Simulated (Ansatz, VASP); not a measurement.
# AlNi: VASP beside Ansatz

```
Ni Al
1.0
     2.88100    0.00000    0.00000
     0.00000    2.88100    0.00000
     0.00000    0.00000    2.88100
Ni Al
1 1
Direct
  0.50000 0.50000 0.50000
  0.00000 0.00000 0.00000
```

Alike in both runs: task relaxation of cell and atoms; functional PBEsol; dispersion D4; k mesh 9 × 9 × 9; occupations fermi-dirac, width 0.05 eV; collinear spin.

|  | VASP | Ansatz |
| --- | --- | --- |
| version | VASP 6.6.1 | Ansatz 0.2.0 |
| potentials or method | VASP PAW PBE potentials, release 64 (Ni, Al), cutoff 600 eV | all-electron LAPW, scalar-relativistic |

VASP gave:

```
net moment per atom (μB)                                        : 0.00
relaxed volume (Å³/atom)                                        : 11.51
relaxed length of the cell vector where the two differ most in proportion (Å) : 2.845
```

Problem. Estimate Ansatz's values.

Solution. net moment per atom (μB): 0.00; relaxed volume (Å³/atom): 11.50; relaxed length of the cell vector where the two differ most in proportion (Å): 2.844.

VASP's potentials were made for PBE, not for PBEsol. Ansatz ran all-electron here, and VASP with PAW potentials.
